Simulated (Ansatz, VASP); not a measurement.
## TaInS3: VASP beside Ansatz

```
Ta In S
1.0
    -3.33765    3.33765    4.72015
     3.33765   -3.33765    4.72015
     3.33765    3.33765   -4.72015
Ta In S
2 2 6
Direct
  0.50000 0.50000 0.00000
  0.00000 0.00000 0.00000
  0.75000 0.25000 0.50000
  0.25000 0.75000 0.50000
  0.28635 0.78635 0.07270
  0.78635 0.71365 0.50000
  0.75000 0.75000 0.00000
  0.71365 0.21365 0.92730
  0.21365 0.28635 0.50000
  0.25000 0.25000 0.00000
```

Alike in both runs: task single point; functional PBE; k mesh 4 × 4 × 4; occupations gaussian, width 0.1 eV; collinear spin.

|  | VASP | Ansatz |
| --- | --- | --- |
| version | VASP 6.6.1 | Ansatz 0.2.0 |
| potentials or method | VASP PAW PBE potentials, release 64 (Ta_pv, In_d, S), cutoff 520 eV | scalar-relativistic, plane waves, PAW |
| valence electrons in the cell | 84 | 88 |

Ansatz gave:

```
gap on the k mesh at the Fermi level (eV)                     : none
pressure (GPa)                                                : 6.8
traceless stress, the component that is largest in VASP (GPa) : 1.28
rms of the force components (eV/Å)                            : 0.151
net moment per atom (μB)                                      : 0.00
```

**Question.** Which values does VASP return?

**Answer.** gap on the k mesh at the Fermi level (eV): none; pressure (GPa): 6.8; traceless stress, the component that is largest in VASP (GPa): 1.29; rms of the force components (eV/Å): 0.152; net moment per atom (μB): 0.00.

Atom by atom the forces differ by 0.001 eV/Å (rms over components). A gap of «none» marks a metal or a gap that the smearing closes. With one functional, cell and mesh, what is left measures potentials, basis and numerics. VASP's potentials hold 84 valence electrons a cell and Ansatz's 88, so a difference there can come from the potentials and not from the codes. Ansatz's warnings: seeded moment not kept.

Spin-orbit coupling is off throughout.
